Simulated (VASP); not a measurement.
# Al3N in VASP: a series of runs

The runs below take Al3N through single point, with PBE.

All numbers are computed with VASP 6.6.1; they aren't measurements. Logs are shortened: lines on timing, memory, paths and dates and some standing lists are left out, and cuts for length are marked.

**1. The cell of the first run**

The cell holds a slab with vacuum, 4 atoms: a = 2.857 Å, b = 2.857 Å, c = 21.601 Å, α = 90.00°, β = 90.00°, γ = 120.00°.

**2. Single point, PBE, collinear spin, ferromagnetic start**

File INCAR:

```
  PREC = Accurate
  ENCUT = 520
  EDIFF = 1E-7
  ISMEAR = 0
  SIGMA = 0.1
  LREAL = F
  LASPH = T
  NELM = 150
  ALGO = Normal
  ISIF = 2
  LWAVE = F
  LCHARG = T
  ISPIN = 2
  MAGMOM = 0 0 0 3
  LORBIT = 11
  LDIPOL = T
  IDIPOL = 3
  DIPOL = 0.5 0.5 0.328
  GGA = PE
  LELF = T
  LVHAR = T
  LVACPOTAV = T
  NBANDS = 19
```

File KPOINTS:

```
Automatic mesh
0
Gamma
  9 9 1
```

File POSCAR:

```
Al3N
1.0
    2.8567582919      0.0000000000      0.0000000000
   -1.4283791460      2.4740252533      0.0000000000
    0.0000000000      0.0000000000     21.6013781961
Al N
3 1
Direct
    0.6666666667      0.3333333333      0.1851733701
    0.3333333333      0.6666666667      0.2916813827
    0.0000000000      0.0000000000      0.3981865471
    0.5000000000      0.0000000000      0.4375358882
```

Potentials or basis: VASP PAW PBE potentials, release 64 (Al, N).

Command:

```bash
$ cat potpaw_PBE.64/Al/POTCAR potpaw_PBE.64/N/POTCAR > POTCAR
$ mpirun -np 1 vasp_std > vasp.out
```

OUTCAR:

```text
PREC = Accurate
   ENCUT = 520
   EDIFF = 1E-7
   ISMEAR = 0
   LREAL = F
   LASPH = T
   NELM = 150
   ISIF = 2
   ISPIN = 2
   LORBIT = 11
   GGA = PE

 ion  position               nearest neighbor table
   1  0.667  0.333  0.185-   2 2.83   2 2.83   2 2.83
   2  0.333  0.667  0.292-   3 2.83   3 2.83   3 2.83   1 2.83   1 2.83   1 2.83
   3  0.000  0.000  0.398-   4 1.66   4 1.66   2 2.83   2 2.83   2 2.83
   4  0.500  0.000  0.438-   3 1.66   3 1.66

  LATTYP: Found a hexagonal cell.
 ALAT       =     2.8567582919
 C/A-ratio  =     7.5615001302

  Lattice vectors:

 A1 = (   2.8567582919,   0.0000000000,   0.0000000000)
 A2 = (  -1.4283791460,   2.4740252533,   0.0000000000)
 A3 = (   0.0000000000,   0.0000000000,  21.6013781961)

Analysis of symmetry for initial positions (statically):
=====================================================================
 Subroutine PRICEL returns:
 Original cell was already a primitive cell.

 Routine SETGRP: Setting up the symmetry group for a
 hexagonal supercell.

 Subroutine GETGRP returns: Found  2 space group operations
 (whereof  2 operations were pure point group operations)
 out of a pool of 24 trial point group operations.

The static configuration has the point symmetry C_1h.

Analysis of symmetry for dynamics (positions and initial velocities):
=====================================================================
 Subroutine PRICEL returns:
 Original cell was already a primitive cell.

 Routine SETGRP: Setting up the symmetry group for a
 hexagonal supercell.

 Subroutine GETGRP returns: Found  2 space group operations
 (whereof  2 operations were pure point group operations)
 out of a pool of 24 trial point group operations.

The dynamic configuration has the point symmetry C_1h.

Analysis of structural, dynamic, and magnetic symmetry:
=====================================================================
 Subroutine PRICEL returns:
 Original cell was already a primitive cell.

 Routine SETGRP: Setting up the symmetry group for a
 hexagonal supercell.

 Subroutine GETGRP returns: Found  2 space group operations
 (whereof  2 operations were pure point group operations)
 out of a pool of 24 trial point group operations.

The overall configuration has the point symmetry C_1h.

 Subroutine INISYM returns: Found  2 space group operations
 (whereof  2 operations are pure point group operations),
 and found     1 'primitive' translations

----------------------------------------------------------------------------------------

                                     Primitive cell

  volume of cell :     152.6719

  direct lattice vectors                    reciprocal lattice vectors
     2.856758292  0.000000000  0.000000000     0.350047116  0.202099796  0.000000000
    -1.428379146  2.474025253  0.000000000     0.000000000  0.404199593  0.000000000
     0.000000000  0.000000000 21.601378196     0.000000000  0.000000000  0.046293343

  length of vectors
     2.856758292  2.856758292 21.601378196     0.404199593  0.404199593  0.046293343

  position of ions in fractional coordinates (direct lattice)
     0.666666667  0.333333333  0.185173370
     0.333333333  0.666666667  0.291681383
     0.000000000  0.000000000  0.398186547
     0.500000000  0.000000000  0.437535888

  ion indices of the primitive-cell ions
   primitive index   ion index
                 1           1
                 2           2
                 3           3
                 4           4

----------------------------------------------------------------------------------------

 KPOINTS: Automatic mesh

Automatic generation of k-mesh.
 Grid dimensions read from file:
 generate k-points for:    9    9    1

 Generating k-lattice:

  Cartesian coordinates                     Fractional coordinates (reciprocal lattice)
     0.038894124  0.022455533  0.000000000     0.111111111  0.000000000  0.000000000
     0.000000000  0.044911066  0.000000000     0.000000000  0.111111111  0.000000000
     0.000000000  0.000000000  0.046293343     0.000000000  0.000000000  1.000000000

  Length of vectors
     0.044911066  0.044911066  0.046293343

  Shift w.r.t. Gamma in fractional coordinates (k-lattice)
     0.000000000  0.000000000  0.000000000

 Subroutine IBZKPT returns following result:
 ===========================================

 Found     25 irreducible k-points:

 Following reciprocal coordinates:
            Coordinates               Weight
  0.000000  0.000000  0.000000      1.000000
  0.111111  0.000000  0.000000      4.000000
  0.000000  0.111111  0.000000      2.000000
  0.222222  0.000000  0.000000      4.000000
  0.000000  0.222222  0.000000      2.000000
  0.333333  0.000000  0.000000      4.000000
[... 16 lines left out ...]
 -0.222222 -0.444444  0.000000      4.000000
  0.444444  0.333333  0.000000      4.000000
   k-points           NKPTS =     25   k-points in BZ     NKDIM =     25   number of bands    NBANDS=     19
   number of dos      NEDOS =    301   number of ions     NIONS =      4
   total plane-waves  NPLWV =  93312
   dimension x,y,z NGX =    24 NGY =   24 NGZ =  162
   dimension x,y,z NGXF=    48 NGYF=   48 NGZF=  324
   ions per type =               3   1
   NGX,Y,Z   is equivalent  to a cutoff of  13.97, 13.97, 12.47 a.u.
   NGXF,Y,Z  is equivalent  to a cutoff of  27.93, 27.93, 24.94 a.u.
 SYSTEM =  unknown system
   PREC   = accura    normal or accurate (medium, high low for compatibility)
   ISTART =      0    job   : 0-new  1-cont  2-samecut
   ICHARG =      2    charge: 1-file 2-atom 10-const
   ISPIN  =      2    spin polarized calculation?
   LNONCOLLINEAR =      F non collinear calculations
   LSORBIT =      F    spin-orbit coupling
   LASPH  =      T    aspherical Exc in radial PAW
   ENCUT  =  520.0 eV  38.22 Ry    6.18 a.u.   5.31  5.31 40.16*2*pi/ulx,y,z
   NELM   =    150;   NELMIN=  2; NELMDL= -5     # of ELM steps
   EDIFF  = 0.1E-06   stopping-criterion for ELM
   LREAL  =      F    real-space projection
   EDIFFG = 0.1E-05   stopping-criterion for IOM
   NSW    =      0    number of steps for IOM
   IBRION =     -1    ionic relax: 0-MD 1-quasi-New 2-CG
   NFREE  =      0    steps in history (QN), initial steepest desc. (CG)
   ISIF   =      2    stress and relaxation
   ISYM   =      2    0-nonsym 1-usesym 2-fastsym
   POTIM  = 0.5000    time-step for ionic-motion
   TEBEG  =    0.0;   TEEND  =   0.0 temperature during run
   PSTRESS=    0.0 pullay stress
   NELECT =      14.0000    total number of electrons
   NUPDOWN=      -1.0000    fix difference up-down
   EMIN   =  10.00;   EMAX   =-10.00  energy-range for DOS
   EFERMI =   0.00;   METHOD = LEGACY
   ISMEAR =     0;   SIGMA  =   0.10  broadening in eV -4-tet -1-fermi 0-gaus
   EFERMI_NEDOS =   21; number of points for ismear=-14 and -15
   IALGO  =     38    algorithm
   IMIX   =      4    mixing-type and parameters
     AMIX     =   0.40;   BMIX     =  1.00
     AMIX_MAG =   1.60;   BMIX_MAG =  1.00
  volume/ion in A,a.u.               =      38.17       257.57
  Fermi-wavevector in a.u.,A,eV,Ry     =   0.738240  1.395072  7.415160  0.544999
  Thomas-Fermi vector in A             =   1.832115
   LORBIT       =     11    0 simple, 1 ext, 2 COOP (PROOUT), +10 PAW based schemes
   GGA     = PE    functional components
   LHFCALC =     F    Hartree Fock is set to
   AEXX    =    0.0000 exact exchange contribution
   IVDW    =     0    specifies the selected vdW correction
   LEPSILON=     F    determine dielectric tensor
   LRPA    =     F    only Hartree local field effects (RPA)
 spin polarized calculation
 Gauss-broadening in eV      SIGMA  =   0.10
  energy-cutoff  :      520.00
  volume of cell :      152.67
 maximum number of plane-waves:      4139
 NGX is ok and might be reduce to    24
   NGX = 11   NGY = 11   NGZ = 81

 dipolmoment           0.000000      0.000000     -0.026922 electrons x Angstroem

 number of electron      13.9999999 magnetization       0.0000042

 number of electron      13.9999999 magnetization      -0.0000067

 dipolmoment           0.000000      0.000000      0.143808 electrons x Angstroem

 Free energy of the ion-electron system (eV)
  ---------------------------------------------------
  ext. energy  EPLUGINS =         0.00000000
  ---------------------------------------------------
  free energy    TOTEN  =       -17.58609383 eV

  energy without entropy =      -17.57258078  energy(sigma->0) =      -17.57933731

 E-fermi :  -1.2752     XC(G=0):  -4.4200

 val. band max:       -1.2931512472   @ k =   0.3333   0.2222   0.0000
 cond. band min:      -1.2614496286   @ k =  -0.4444   0.2222   0.0000
 fundamental gap:      0.0317016185
 Fermi energy:        -1.2752435582

 spin component 1

 k-point     1 :       0.0000    0.0000    0.0000
  band No.  band energies     occupation
      1     -16.3154      1.00000
      2     -11.6610      1.00000
      3      -9.1701      1.00000
      4      -5.8887      1.00000
      5      -3.0312      1.00000
      6      -1.9822      1.00000
[... 505 lines left out ...]
      6      -3.3514      1.00000
[... 11 lines left out ...]
     18       9.5482      0.00000
     19      10.5537      0.00000

 [... further k-points ...]

 spin component 2

 k-point     1 :       0.0000    0.0000    0.0000
  band No.  band energies     occupation
      1     -16.3154      1.00000
      2     -11.6610      1.00000
      3      -9.1701      1.00000
      4      -5.8887      1.00000
      5      -3.0312      1.00000
      6      -1.9822      1.00000
[... 505 lines left out ...]
      6      -3.3514      1.00000
[... 11 lines left out ...]
     18       9.5441      0.00000
     19      10.5531      0.00000

 [... further k-points ...]

------------------------ aborting loop because EDIFF is reached ----------------------------------------

  FORCE on cell =-STRESS in cart. coord.  units (eV):
  Direction    XX          YY          ZZ          XY          YZ          ZX
  --------------------------------------------------------------------------------------
  -------------------------------------------------------------------------------------
  Total       13.3883840     -0.4682293      3.4036881      0.0000000     -0.1165552      0.0000000
  in kB      140.5010781     -4.9137162     35.7191610      0.0000000     -1.2231598      0.0000000
  external PRESSURE =      57.1021743 kB  Pullay stress =       0.0000000 kB

 VOLUME and BASIS-vectors are now :
 -----------------------------------------------------------------------------
  energy-cutoff  :      520.00
  volume of cell :      152.67
      direct lattice vectors                 reciprocal lattice vectors
     2.856758292  0.000000000  0.000000000     0.350047116  0.202099796  0.000000000
    -1.428379146  2.474025253  0.000000000     0.000000000  0.404199593  0.000000000
     0.000000000  0.000000000 21.601378196     0.000000000  0.000000000  0.046293343

 POSITION                                       TOTAL-FORCE (eV/Angst)
 -----------------------------------------------------------------------------------
      1.42838      0.82468      4.00000         0.000000     -0.033453     -0.403575
     -0.00000      1.64935      6.30072        -0.000000      0.092792     -0.152196
      0.00000      0.00000      8.60138        -0.000000      0.007596     -0.855162
      1.42838      0.00000      9.45138         0.000000     -0.066935      1.410933
 -----------------------------------------------------------------------------------
    total drift:                                0.000000      0.000002      0.000080

  FREE ENERGIE OF THE ION-ELECTRON SYSTEM (eV)
  ---------------------------------------------------
  free  energy   TOTEN  =       -17.5860938343 eV

  energy  without entropy=      -17.5725807796  energy(sigma->0) =      -17.57933731

 vacuum level on the upper side and lower side of the slab         6.545         2.863

 total charge

# of ion       s       p       d       tot
------------------------------------------
    1        0.447   0.315   0.000   0.762
    2        0.434   0.345   0.000   0.779
    3        0.441   0.521   0.000   0.962
    4        1.322   2.446   0.000   3.769
--------------------------------------------------
tot          2.645   3.627   0.000   6.271

 magnetization (x)

# of ion       s       p       d       tot
------------------------------------------
    1        0.000  -0.000   0.000  -0.000
    2        0.000  -0.000   0.000  -0.000
    3       -0.000  -0.000   0.000  -0.000
    4        0.000   0.000   0.000   0.000
--------------------------------------------------
tot          0.000   0.000   0.000   0.000
```

Run time: 6.9 min. Hardware: 1 thread of Intel Xeon Platinum 8259CL at 2.50GHz (Skylake/Cascade Lake), shared host; peak memory 0.42 GiB.

Results:

* Free energy: -17.5861 eV
* Largest force: 1.413 eV/Å
* Band gap on the k mesh: zero (filled and empty bands overlap)
* Net moment: 0.00 μB per cell
* Valence electrons inside the program's atomic spheres: Al 0.76, 0.78, 0.96; N 3.77

Forces on the atoms (eV/Å):
```
Al   0.000 -0.033 -0.404
Al   0.000  0.093 -0.152
Al   0.000  0.008 -0.855
N    0.000 -0.067  1.411
```

Levels at points of the mesh, in eV from the Fermi level:
Spin up:
| k point | band 4 | band 5 | band 6 | band 7 | band 8 | band 9 | band 10 | band 11 |
| --- | --- | --- | --- | --- | --- | --- | --- | --- |
| (0.00, 0.00, 0.00) | -4.61 | -1.76 | -0.71 | 1.22 | 1.35 | 3.82 | 5.24 | 6.67 |
Spin down:
| k point | band 4 | band 5 | band 6 | band 7 | band 8 | band 9 | band 10 | band 11 |
| --- | --- | --- | --- | --- | --- | --- | --- | --- |
| (0.00, 0.00, 0.00) | -4.61 | -1.76 | -0.71 | 1.22 | 1.35 | 3.82 | 5.23 | 6.66 |

**3. Single point, PBE, collinear spin, ferromagnetic start**

File INCAR:

```
PREC = Accurate
ENCUT = 520
EDIFF = 1E-7
ISMEAR = 0
SIGMA = 0.1
LREAL = False
LASPH = True
NELM = 150
ALGO = Normal
ISIF = 2
LWAVE = False
LCHARG = False
ISPIN = 2
MAGMOM = 0 0 0 3
LORBIT = 11
LDIPOL = True
IDIPOL = 3
DIPOL = 0.5 0.5 0.338
GGA = PE
NBANDS = 19
```

KPOINTS is that of step 2.

POSCAR, as its differences from that of step 2:

```diff
@@ -11,2 +11,2 @@
     0.0000000000      0.0000000000      0.3981865471
-    0.5000000000      0.0000000000      0.4375358882
+    0.5000000000      0.0000000000      0.4750334957
```

Potentials or basis: VASP PAW PBE potentials, release 64 (Al, N).

Command:

```bash
$ cat potpaw_PBE.64/Al/POTCAR potpaw_PBE.64/N/POTCAR > POTCAR
$ mpirun -np 1 vasp_std > vasp.out
```

It took 6.2 min on 1 thread of Intel Xeon Platinum 8259CL at 2.50GHz (Skylake/Cascade Lake), shared host; peak memory 0.42 GiB.

The run converged. Its results:

| Quantity | Value |
| --- | --- |
| Free energy | -15.9817 eV |
| Largest force | 3.399 eV/Å |
| Net moment | 0.74 μB per cell |
| Site moments | Al -0.01, -0.00, -0.02; N +0.58 μB |
| Valence electrons inside the program's atomic spheres | Al 0.76, 0.77, 0.73; N 3.35 |

Forces in eV/Å, atoms in the order of the input:
```
Al   0.000  0.028 -0.048
Al   0.000 -0.145  0.139
Al   0.000  0.015  3.306
N    0.000  0.102 -3.397
```

Levels at points of the mesh, in eV from the Fermi level:
Spin up:
| k point | band 4 | band 5 | band 6 | band 7 | band 8 | band 9 | band 10 | band 11 | band 12 | band 13 |
| --- | --- | --- | --- | --- | --- | --- | --- | --- | --- | --- |
| (0.00, 0.00, 0.00) | -5.63 | -2.88 | 0.00 | 0.37 | 0.68 | 2.88 | 4.35 | 5.88 | 7.61 | 7.71 |
Spin down:
```tsv
k point	band 3	band 4	band 5	band 6	band 7	band 8	band 9	band 10	band 11	band 12
(0.00, 0.00, 0.00)	-8.48	-5.56	-2.68	0.21	1.75	2.34	2.95	4.41	5.92	7.67
```

**4. Single point, PBE, collinear spin, ferromagnetic start**

File INCAR:

```
SYSTEM = Al3N
PREC = Accurate ; ENCUT = 520
EDIFF = 1E-7 ; ISMEAR = 0
SIGMA = 0.1 ; LREAL = .FALSE.
LASPH = .TRUE. ; NELM = 150
ALGO = Normal ; ISIF = 2
LWAVE = .FALSE. ; LCHARG = .FALSE.
ISPIN = 2 ; MAGMOM = 0 0 0 3
LORBIT = 11 ; LDIPOL = .TRUE.
IDIPOL = 3 ; DIPOL = 0.5 0.5 0.347
GGA = PE ; NBANDS = 19
```

File KPOINTS:

```
regular mesh
0
G
  9 9 1
  0 0 0
```

POSCAR, as its differences from that of step 3:

```diff
@@ -11,2 +11,2 @@
     0.0000000000      0.0000000000      0.3981865471
-    0.5000000000      0.0000000000      0.4750334957
+    0.5000000000      0.0000000000      0.5125311031
```

Command:

```bash
$ cat potpaw_PBE.64/Al/POTCAR potpaw_PBE.64/N/POTCAR > POTCAR
$ mpirun -np 1 vasp_std > vasp.out
```

Run time: 4.8 min. Hardware: 1 thread of Intel Xeon Platinum 8259CL at 2.50GHz (Skylake/Cascade Lake), shared host; peak memory 0.41 GiB.

The run converged. Its results:

| Item | Value |
| --- | --- |
| Free energy | -14.0029 eV |
| Largest force | 1.328 eV/Å |
| Net moment | 2.30 μB per cell |
| Site moments | Al -0.01, -0.03; N +1.66 μB |
| Valence electrons inside the program's atomic spheres | Al 0.76, 0.77, 0.73; N 3.30 |

Forces on the atoms (eV/Å):
```
Al   0.000  0.003 -0.145
Al   0.000 -0.005  0.004
Al   0.000  0.001  1.328
N    0.000  0.001 -1.187
```

Levels at points of the mesh, in eV from the Fermi level:
Spin up:
| k point | band 5 | band 6 | band 7 | band 8 | band 9 | band 10 | band 11 | band 12 |
| --- | --- | --- | --- | --- | --- | --- | --- | --- |
| (0.00, 0.00, 0.00) | -3.49 | -1.48 | -0.01 | 0.04 | 1.67 | 3.87 | 5.33 | 6.49 |
Spin down:
```
           k point  band 4  band 5  band 6  band 7  band 8  band 9
(0.00, 0.00, 0.00)   -6.01   -2.94    0.13    2.26    3.85    4.05
```
